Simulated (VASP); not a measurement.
# Cr (P6_3/mmc) in VASP: a series of runs

The runs below take Cr through single point, with PBEsol.

All numbers are computed with VASP 6.6.1; they aren't measurements. Logs are shortened: lines on timing, memory, paths and dates and some standing lists are left out, and cuts for length are marked.

**1. The cell of the first run**

Symmetry: P6_3/mmc, No. 194, hexagonal system. The conventional cell has a = 2.473 Å, b = 2.473 Å, c = 8.671 Å, α = 90.00°, β = 90.00°, γ = 120.00°. Within 3.3 Å of Cr (site symmetry -3m) lie 12 Cr at 2.47 to 2.60 Å. Cr (site symmetry -6m2) has 12 Cr at 2.47 to 2.60 Å within 3.3 Å.

**2. Single point, PBEsol**

Input file INCAR:

```
SYSTEM = Cr
PREC = Accurate
ENCUT = 520
EDIFF = 1E-7
ISMEAR = -1
SIGMA = 0.1
LREAL = .False.
LASPH = .True.
NELM = 100
ALGO = Normal
ISIF = 2
LWAVE = .False.
LCHARG = .False.
GGA = PS
NBANDS = 32
```

Input file KPOINTS:

```
Automatic mesh
0
Gamma
  16 16 4
  0 0 0
```

Input file POSCAR:

```
Cr
1.0
    2.4730684377      0.0000000000      0.0000000000
   -1.2365342188      2.1417400923      0.0000000000
    0.0000000000      0.0000000000      8.6707878933
Cr
4
Direct
    1.0000000000      0.0000000000      0.0000000000
    1.0000000000      0.0000000000      0.5000000000
    0.3333333333      0.6666666667      0.2500000000
    0.6666666667      0.3333333333      0.7500000000
```

Potentials or basis: VASP PAW PBE potentials, release 64 (Cr_pv).

The run is started by

```sh
cat potpaw_PBE.64/Cr_pv/POTCAR > POTCAR
mpirun -np 1 vasp_std > vasp.out
```

OUTCAR:

```text
SYSTEM = Cr
   PREC = Accurate
   ENCUT = 520
   EDIFF = 1E-7
   ISMEAR = -1
   LREAL = .False.
   LASPH = .True.
   NELM = 100
   ISIF = 2
   GGA = PS

 ion  position               nearest neighbor table
   1  0.000  0.000  0.000-   3 2.60   4 2.60   3 2.60   4 2.60   4 2.60   3 2.60
   2  0.000  0.000  0.500-   3 2.60   4 2.60   3 2.60   4 2.60   4 2.60   3 2.60
   3  0.333  0.667  0.250-   1 2.60   2 2.60   1 2.60   2 2.60   1 2.60   2 2.60
   4  0.667  0.333  0.750-   1 2.60   2 2.60   1 2.60   2 2.60   1 2.60   2 2.60

  LATTYP: Found a hexagonal cell.
 ALAT       =     2.4730684377
 C/A-ratio  =     3.5060848948

  Lattice vectors:

 A1 = (   2.4730684377,   0.0000000000,   0.0000000000)
 A2 = (  -1.2365342188,   2.1417400923,   0.0000000000)
 A3 = (   0.0000000000,   0.0000000000,   8.6707878933)

Analysis of symmetry for initial positions (statically):
=====================================================================
 Subroutine PRICEL returns:
 Original cell was already a primitive cell.

 Routine SETGRP: Setting up the symmetry group for a
 hexagonal supercell.

 Subroutine GETGRP returns: Found 24 space group operations
 (whereof 12 operations were pure point group operations)
 out of a pool of 24 trial point group operations.

The static configuration has the point symmetry D_3d.
 The point group associated with its full space group is D_6h.

Analysis of symmetry for dynamics (positions and initial velocities):
=====================================================================
 Subroutine PRICEL returns:
 Original cell was already a primitive cell.

 Routine SETGRP: Setting up the symmetry group for a
 hexagonal supercell.

 Subroutine GETGRP returns: Found 24 space group operations
 (whereof 12 operations were pure point group operations)
 out of a pool of 24 trial point group operations.

The dynamic configuration has the point symmetry D_3d.
 The point group associated with its full space group is D_6h.

 Subroutine INISYM returns: Found 24 space group operations
 (whereof 12 operations are pure point group operations),
 and found     1 'primitive' translations

----------------------------------------------------------------------------------------

                                     Primitive cell

  volume of cell :      45.9263

  direct lattice vectors                    reciprocal lattice vectors
     2.473068438  0.000000000  0.000000000     0.404355975  0.233455031  0.000000000
    -1.236534219  2.141740092  0.000000000     0.000000000  0.466910062  0.000000000
     0.000000000  0.000000000  8.670787893     0.000000000  0.000000000  0.115329773

  length of vectors
     2.473068438  2.473068438  8.670787893     0.466910062  0.466910062  0.115329773

  position of ions in fractional coordinates (direct lattice)
     0.000000000  0.000000000  0.000000000
     0.000000000  0.000000000  0.500000000
     0.333333333  0.666666667  0.250000000
     0.666666667  0.333333333  0.750000000

  ion indices of the primitive-cell ions
   primitive index   ion index
                 1           1
                 2           2
                 3           3
                 4           4

----------------------------------------------------------------------------------------

 KPOINTS: Automatic mesh

Automatic generation of k-mesh.
 Grid dimensions read from file:
 generate k-points for:   16   16    4

 Generating k-lattice:

  Cartesian coordinates                     Fractional coordinates (reciprocal lattice)
     0.025272248  0.014590939  0.000000000     0.062500000 -0.000000000  0.000000000
     0.000000000  0.029181879  0.000000000     0.000000000  0.062500000  0.000000000
     0.000000000  0.000000000  0.028832443     0.000000000  0.000000000  0.250000000

  Length of vectors
     0.029181879  0.029181879  0.028832443

  Shift w.r.t. Gamma in fractional coordinates (k-lattice)
     0.000000000  0.000000000  0.000000000

 Subroutine IBZKPT returns following result:
 ===========================================

 Found     90 irreducible k-points:

 Following reciprocal coordinates:
            Coordinates               Weight
  0.000000  0.000000  0.000000      1.000000
  0.062500  0.000000  0.000000      6.000000
  0.125000  0.000000  0.000000      6.000000
  0.187500  0.000000  0.000000      6.000000
  0.250000  0.000000  0.000000      6.000000
  0.312500  0.000000  0.000000      6.000000
[... 16 lines left out ...]
  0.187500  0.187500  0.000000      6.000000
  0.250000  0.187500  0.000000     12.000000
 [... further k-points ...]
   k-points           NKPTS =     90   k-points in BZ     NKDIM =     90   number of bands    NBANDS=     32
   number of dos      NEDOS =    301   number of ions     NIONS =      4
   total plane-waves  NPLWV =  20736
   dimension x,y,z NGX =    18 NGY =   18 NGZ =   64
   dimension x,y,z NGXF=    36 NGYF=   36 NGZF=  128
   ions per type =               4
[... 40 lines left out ...]
   IVDW    =     0    specifies the selected vdW correction
   LEPSILON=     F    determine dielectric tensor
   LRPA    =     F    only Hartree local field effects (RPA)
 non-spin polarized calculation
  energy-cutoff  :      520.00
  volume of cell :       45.93
 maximum number of plane-waves:      1260
   NGX =  9   NGY =  9   NGZ = 33

 number of electron      47.9999940 magnetization

 Free energy of the ion-electron system (eV)
  ---------------------------------------------------
  ext. energy  EPLUGINS =         0.00000000
  ---------------------------------------------------
  free energy    TOTEN  =       -39.44299062 eV

  energy without entropy =      -39.23325941  energy(sigma->0) =      -39.33812502

 E-fermi :  10.7212     XC(G=0): -13.8501

 val. band max:       10.7171957227   @ k =   0.2500   0.2500   0.2500
 cond. band min:      10.7276304494   @ k =   0.3125   0.0625   0.2500
 fundamental gap:      0.0104347267
 Fermi energy:        10.7211930795

 k-point     1 :       0.0000    0.0000    0.0000
  band No.  band energies     occupation
      1     -32.4224      2.00000
      2     -32.0321      2.00000
      3     -32.0242      2.00000
      4     -31.6185      2.00000
      5     -31.5181      2.00000
      6     -31.5181      2.00000
[... 24 lines left out ...]
     31      12.3494      0.00000
     32      12.5975      0.00000

 k-point     2 :       0.0625    0.0000    0.0000
  band No.  band energies     occupation
      1     -32.4102      2.00000
      2     -32.0301      2.00000
      3     -32.0223      2.00000
      4     -31.6204      2.00000
      5     -31.5528      2.00000
      6     -31.5278      2.00000
[... 24 lines left out ...]
     31      12.3638      0.00000
     32      12.4273      0.00000

 k-point     3 :       0.1250    0.0000    0.0000
  band No.  band energies     occupation
      1     -32.3748      2.00000
      2     -32.0270      2.00000
      3     -32.0202      2.00000
      4     -31.6500      2.00000
      5     -31.6273      2.00000
      6     -31.6060      2.00000
[... 24 lines left out ...]
     31      12.3721      0.00000
     32      12.5343      0.00000

 k-point     4 :       0.1875    0.0000    0.0000
  band No.  band energies     occupation
      1     -32.3199      2.00000
      2     -32.0353      2.00000
      3     -32.0331      2.00000
      4     -31.7914      2.00000
      5     -31.7424      2.00000
      6     -31.7044      2.00000
[... 24 lines left out ...]
     31      12.3710      0.00000
     32      12.4973      0.00000

 k-point     5 :       0.2500    0.0000    0.0000
  band No.  band energies     occupation
      1     -32.2528      2.00000
      2     -32.0976      2.00000
      3     -32.0834      2.00000
      4     -31.9526      2.00000
      5     -31.9098      2.00000
      6     -31.7976      2.00000
[... 584 lines left out ...]
     31      13.2936      0.00000
     32      13.5426      0.00000

 k-point    22 :       0.4375    0.1250    0.0000
  band No.  band energies     occupation
      1     -32.4270      2.00000
      2     -32.3907      2.00000
      3     -32.3322      2.00000
      4     -32.2919      2.00000
      5     -31.9440      2.00000
      6     -31.9100      2.00000
[... 24 lines left out ...]
     31      13.2375      0.00000
     32      13.4822      0.00000

 k-point    23 :       0.1875    0.1875    0.0000
  band No.  band energies     occupation
      1     -32.1888      2.00000
      2     -32.1749      2.00000
      3     -32.1569      2.00000
      4     -32.0828      2.00000
      5     -32.0694      2.00000
      6     -31.8427      2.00000
[... 24 lines left out ...]
     31      12.9614      0.00000
     32      13.1950      0.00000

 k-point    24 :       0.2500    0.1875    0.0000
  band No.  band energies     occupation
      1     -32.2661      2.00000
      2     -32.2474      2.00000
      3     -32.1823      2.00000
      4     -32.1528      2.00000
      5     -32.0873      2.00000
      6     -31.8769      2.00000
[... 24 lines left out ...]
     31      13.3174      0.00000
     32      13.3558      0.00000

 [... further k-points ...]
[... 5 lines left out ...]
  --------------------------------------------------------------------------------------
  -------------------------------------------------------------------------------------
  Total       -0.1385259     -0.1385259     -0.1485891     -0.0000000      0.0000000      0.0000000
  in kB       -4.8325930     -4.8325930     -5.1836547     -0.0000000      0.0000000      0.0000000
  external PRESSURE =      -4.9496136 kB  Pullay stress =       0.0000000 kB

 VOLUME and BASIS-vectors are now :
 -----------------------------------------------------------------------------
  energy-cutoff  :      520.00
  volume of cell :       45.93
      direct lattice vectors                 reciprocal lattice vectors
     2.473068438  0.000000000  0.000000000     0.404355975  0.233455031  0.000000000
    -1.236534219  2.141740092  0.000000000     0.000000000  0.466910062  0.000000000
     0.000000000  0.000000000  8.670787893     0.000000000  0.000000000  0.115329773

 POSITION                                       TOTAL-FORCE (eV/Angst)
 -----------------------------------------------------------------------------------
      0.00000      0.00000      0.00000         0.000000      0.000000      0.000000
      0.00000      0.00000      4.33539         0.000000      0.000000      0.000000
     -0.00000      1.42783      2.16770         0.000000      0.000000      0.000000
      1.23653      0.71391      6.50309        -0.000000     -0.000000     -0.000000
 -----------------------------------------------------------------------------------
    total drift:                                0.000000     -0.000000      0.000000

  FREE ENERGIE OF THE ION-ELECTRON SYSTEM (eV)
  ---------------------------------------------------
  free  energy   TOTEN  =       -39.4429906220 eV

  energy  without entropy=      -39.2332594105  energy(sigma->0) =      -39.33812502
```

Run time: 2.4 min. Hardware: 1 thread of Intel Xeon 6975P-C, shared host; peak memory 0.22 GiB.

Results:

| Item | Value |
| --- | --- |
| Free energy | -39.4430 eV |
| Pressure | -0.5 GPa |
| Band gap on the k mesh | zero (band 24 reaches 11.67 eV, above the bottom of band 25 at 10.41 eV) |

Caveat: the PAW data sets were made with another functional, which shifts forces and pressure a little; the run has no spin polarisation, though such a crystal can be magnetic. Spin polarisation is off, so any magnetic state and its effect on volume and gap are missing.

**3. Single point, PBEsol (volume scaled by 1.04)**

Input file INCAR:

```
SYSTEM = Cr
PREC = Accurate ; ENCUT = 520
EDIFF = 1E-6 ; ISMEAR = -1
SIGMA = 0.1 ; LREAL = .False.
LASPH = .True. ; NELM = 80
ALGO = Normal ; ISIF = 2
LWAVE = .False. ; LCHARG = .False.
GGA = PS ; NBANDS = 32
```

Input file KPOINTS:

```
regular mesh
0
Gamma
  16 16 4
  0 0 0
```

Input file POSCAR:

```
Cr
1.0
    2.5056125439      0.0000000000      0.0000000000
   -1.2528062720      2.1699241151      0.0000000000
    0.0000000000      0.0000000000      8.7848902926
Cr
4
Direct
    1.0000000000      0.0000000000      0.0000000000
    1.0000000000      0.0000000000      0.5000000000
    0.3333333333      0.6666666667      0.2500000000
    0.6666666667      0.3333333333      0.7500000000
```

Potentials or basis: VASP PAW PBE potentials, release 64 (Cr_pv).

The run is started by

```sh
cat potpaw_PBE.64/Cr_pv/POTCAR > POTCAR
mpirun -np 1 vasp_std > vasp.out
```

Wall time 2.9 min (1 thread of Intel Xeon 6975P-C, shared host); peak memory 0.24 GiB.

The run converged. Its results:

```
Free energy            : -39.3833 eV
Pressure               : -9.7 GPa
Band gap on the k mesh : zero (band 24 reaches 11.08 eV, above the bottom of band 25 at 9.88 eV)
```

Stress tensor (GPa, compression positive):
```
-9.98  0.00  0.00
 0.00 -9.98  0.00
 0.00  0.00 -9.27
```

Levels at points of the mesh, in eV from the Fermi level:
```csv
k point,band 20,band 21,band 22,band 23,band 24,band 25,band 26,band 27,band 28,band 29
"(0.00, 0.00, 0.00)",-0.44,-0.44,-0.36,-0.36,-0.18,-0.18,-0.07,-0.07,-0.03,1.11
"(0.50, 0.00, 0.00)",-1.43,-0.73,-0.27,-0.25,0.89,0.90,1.73,2.33,2.33,2.61
"(0.00, 0.00, 0.50)",-0.95,-0.37,-0.37,-0.37,-0.37,-0.18,-0.18,-0.18,-0.18,1.29
"(0.50, 0.00, 0.50)",-1.54,0.06,0.06,0.12,0.12,0.66,0.66,1.87,1.87,2.77
```

Caveat: the PAW data sets were made with another functional, which shifts forces and pressure a little; the run has no spin polarisation, though such a crystal can be magnetic.

**4. Single point, PBEsol (volume scaled by 1.08)**

Input file INCAR:

```
SYSTEM = Cr
PREC = Accurate
ENCUT = 520
EDIFF = 1E-7
ISMEAR = -1
SIGMA = 0.1
LREAL = .FALSE.
LASPH = .TRUE.
NELM = 100
ALGO = Normal
ISIF = 2
LWAVE = .FALSE.
LCHARG = .FALSE.
GGA = PS
NBANDS = 32
```

Input file KPOINTS:

```
Automatic mesh
0
G
  16 16 4
  0 0 0
```

Input file POSCAR:

```
Cr
1.0
    2.5373325258      0.0000000000      0.0000000000
   -1.2686662629      2.1973944252      0.0000000000
    0.0000000000      0.0000000000      8.8961032417
Cr
4
Direct
    1.0000000000      0.0000000000      0.0000000000
    1.0000000000      0.0000000000      0.5000000000
    0.3333333333      0.6666666667      0.2500000000
    0.6666666667      0.3333333333      0.7500000000
```

The run is started by

```sh
cat potpaw_PBE.64/Cr_pv/POTCAR > POTCAR
mpirun -np 1 vasp_std > vasp.out
```

It took 3.5 min on 1 thread of Intel Xeon 6975P-C, shared host; peak memory 0.24 GiB.

Results (log left out):

```
Free energy            : -39.2278 eV
Pressure               : -17.2 GPa
Band gap on the k mesh : zero (band 24 reaches 10.54 eV, above the bottom of band 25 at 9.39 eV)
```

Stress tensor (GPa, compression positive):
```
-17.69   0.00   0.00
  0.00 -17.69   0.00
  0.00   0.00 -16.35
```

Levels at points of the mesh, in eV from the Fermi level:
```tsv
k point	band 21	band 22	band 23	band 24	band 25	band 26	band 27	band 28
(0.00, 0.00, 0.00)	-0.41	-0.33	-0.33	-0.16	-0.16	-0.07	-0.06	-0.06
(0.50, 0.00, 0.00)	-0.72	-0.26	-0.23	0.86	0.86	1.63	2.20	2.21
(0.00, 0.00, 0.50)	-0.34	-0.34	-0.34	-0.34	-0.16	-0.16	-0.16	-0.16
(0.50, 0.00, 0.50)	0.07	0.07	0.09	0.09	0.62	0.62	1.77	1.77
```

Caveat: the PAW data sets were made with another functional, which shifts forces and pressure a little; the run has no spin polarisation, though such a crystal can be magnetic. Spin polarisation is off, so any magnetic state and its effect on volume and gap are missing.

**5. Single point, PBEsol (volume scaled by 1.12)**

Input file INCAR:

```
SYSTEM = Cr
ALGO = Normal ; EDIFF = 1E-7
ENCUT = 520 ; GGA = PS
ISIF = 2 ; ISMEAR = -1
LASPH = .True. ; LCHARG = .False.
LREAL = .False. ; LWAVE = .False.
NBANDS = 32 ; NELM = 60
PREC = Accurate ; SIGMA = 0.1
```

Input file KPOINTS:

```
k-points
0
Gamma
  16 16 4
  0 0 0
```

Input file POSCAR:

```
Cr
1.0
    2.5682786552      0.0000000000      0.0000000000
   -1.2841393276      2.2241945594      0.0000000000
    0.0000000000      0.0000000000      9.0046029988
Cr
4
Direct
    1.0000000000      0.0000000000      0.0000000000
    1.0000000000      0.0000000000      0.5000000000
    0.3333333333      0.6666666667      0.2500000000
    0.6666666667      0.3333333333      0.7500000000
```

The run is started by

```sh
cat potpaw_PBE.64/Cr_pv/POTCAR > POTCAR
mpirun -np 1 vasp_std > vasp.out
```

It took 3.7 min on 1 thread of Intel Xeon 6975P-C, shared host; peak memory 0.24 GiB.

The run converged. Its results:

* Free energy: -38.9948 eV
* Pressure: -23.3 GPa
* Band gap on the k mesh: zero (band 24 reaches 10.03 eV, above the bottom of band 25 at 8.93 eV)

Stress tensor (GPa, compression positive):
```
-23.92   0.00   0.00
  0.00 -23.92   0.00
  0.00   0.00 -22.08
```

Levels at points of the mesh, in eV from the Fermi level:
| k point | band 21 | band 22 | band 23 | band 24 | band 25 | band 26 | band 27 | band 28 |
| --- | --- | --- | --- | --- | --- | --- | --- | --- |
| (0.00, 0.00, 0.00) | -0.38 | -0.31 | -0.31 | -0.15 | -0.15 | -0.10 | -0.05 | -0.05 |
| (0.50, 0.00, 0.00) | -0.71 | -0.26 | -0.21 | 0.82 | 0.82 | 1.54 | 2.09 | 2.10 |
| (0.00, 0.00, 0.50) | -0.32 | -0.32 | -0.32 | -0.32 | -0.15 | -0.15 | -0.15 | -0.15 |
| (0.50, 0.00, 0.50) | 0.07 | 0.07 | 0.07 | 0.07 | 0.58 | 0.58 | 1.68 | 1.68 |

Caveat: the PAW data sets were made with another functional, which shifts forces and pressure a little; the run has no spin polarisation, though such a crystal can be magnetic. Spin polarisation is off, so any magnetic state and its effect on volume and gap are missing.

**6. Summary**

| cell | gap on the mesh (eV) | pressure (GPa) |
| --- | --- | --- |
| a = 2.473, b = 2.473, c = 8.671 Å, angles 90.0, 90.0, 120.0°, 4 atoms | none | -0.5 |
| a = 2.506, b = 2.506, c = 8.785 Å, angles 90.0, 90.0, 120.0°, 4 atoms | none | -9.7 |
| a = 2.537, b = 2.537, c = 8.896 Å, angles 90.0, 90.0, 120.0°, 4 atoms | none | -17.2 |
| a = 2.568, b = 2.568, c = 9.005 Å, angles 90.0, 90.0, 120.0°, 4 atoms | none | -23.3 |

Alike in all rows: task single point; level PBEsol; potentials or basis VASP PAW PBE potentials, release 64 (Cr_pv); no spin polarisation; k mesh 16 × 16 × 4; cutoff (eV) 520; smearing fermi-dirac 0.1 eV.

Caveats: the PAW data sets were made with another functional, which shifts forces and pressure a little; the run has no spin polarisation, though such a crystal can be magnetic.

Absolute energies hang on the potentials; compare differences alone.
